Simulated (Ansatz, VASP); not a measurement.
# Al2Pt: VASP beside Ansatz

The input INCAR:

```
PREC = Accurate
ENCUT = 520
EDIFF = 1E-6
ISMEAR = -1
SIGMA = 0.08
LREAL = F
LASPH = T
NELM = 100
ALGO = Normal
ISIF = 2
LWAVE = F
LCHARG = T
GGA = CA
LELF = T
LVHAR = T
NBANDS = 15
```

The input KPOINTS:

```
Automatic mesh
0
Gamma
  12 12 12
```

POSCAR

```
Al2Pt
1.0
    0.0000000000      3.0141000000      2.9550000000
    3.0141000000      0.0000000000      2.9550000000
    3.0141000000      3.0141000000      0.0000000000
Al Pt
2 1
Direct
    0.2500000000      0.2500000000      0.2500000000
    0.7500000000      0.7500000000      0.7500000000
    0.0000000000      0.0000000000      0.0000000000
```

Input for Ansatz:

```yaml
crystal:
  lattice:
    - [0.0, 3.0141, 2.955]
    - [3.0141, 0.0, 2.955]
    - [3.0141, 3.0141, 0.0]
  atoms:
    - { symbol: Al, position: [0.25, 0.25, 0.25] }
    - { symbol: Al, position: [0.75, 0.75, 0.75] }
    - { symbol: Pt, position: [0.0, 0.0, 0.0] }
kpoints:
  mp_grid: { grid: [12, 12, 12] }
  band_path:
    path:
      - [0.0, 0.0, 0.0]
      - [0.0, 0.5, 0.5]
      - [0.25, 0.75, 0.5]
      - [0.0, 0.5, 0.0]
      - [0.0, 0.0, 0.0]
      - [0.5, 0.5, 0.0]
      - [0.38005, 0.61995, 0.0]
      - [-0.38005, 0.38005, 0.0]
      - [0.0, 0.0, 0.0]
    npoints: 5
scf:
  occupations: { method: fermi_dirac, width: 0.08 }
hamiltonian:
  xc: lda
  pseudopotentials: { kind: all_electron, lapw: { basis_error: 0.001 } }
output:
  forces: true
  stress: true
  eigenvalues: true
```

Change from the starting cell: equal xx and yy strain of +2 %.

Alike in both runs: task single point; functional LDA; k mesh 12 × 12 × 12; occupations fermi-dirac, width 0.08 eV; no spin polarisation.

```csv
,VASP,Ansatz
version,VASP 6.6.1,Ansatz 0.2.0
potentials or method,"VASP PAW LDA potentials, release 64 (Al, Pt), cutoff 520 eV","all-electron LAPW, scalar-relativistic"
```

VASP gave:

* pressure (GPa): -8.3
* traceless stress, the component that is largest in VASP (GPa): 0.92

Task: Estimate Ansatz's values.

Result: Pressure (GPa): -8.5; traceless stress, the component that is largest in VASP (GPa): 0.92.

LDA's correlation is that of Perdew and Zunger in VASP and of Perdew and Wang (1992) in Ansatz. Ansatz ran all-electron here, and VASP with PAW potentials.

Spin-orbit coupling is off throughout.
